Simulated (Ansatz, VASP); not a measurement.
## Two plane-wave programs on Ba

```
Ba
1.0
     4.46894    0.00000    0.00000
    -2.23447    3.87022    0.00000
     0.00000    0.00000    7.34095
Ba
2
Direct
  0.33333 0.66667 0.25000
  0.66667 0.33333 0.75000
```

Alike in both runs: functional PBE; k mesh 12 × 12 × 6; occupations gaussian, width 0.1 eV; no spin polarisation.

Ansatz relaxed the structure, and its values are those at the end. VASP's run is a single point on that final structure, the one shown.

|  | VASP | Ansatz |
| --- | --- | --- |
| version | VASP 6.6.1 | Ansatz 0.2.0 |
| potentials or method | VASP PAW PBE potentials, release 64 (Ba_sv), cutoff 520 eV | scalar-relativistic, plane waves, PAW |
| valence electrons in the cell | 20 | 20 |

```tsv
	VASP	Ansatz	Ansatz less VASP
gap on the k mesh at the Fermi level (eV)	none	none	-
pressure (GPa)	0.1	0.0	-0.05
```

A gap of «none» marks a metal or a gap that the smearing closes.

Neither program's run includes spin-orbit coupling.
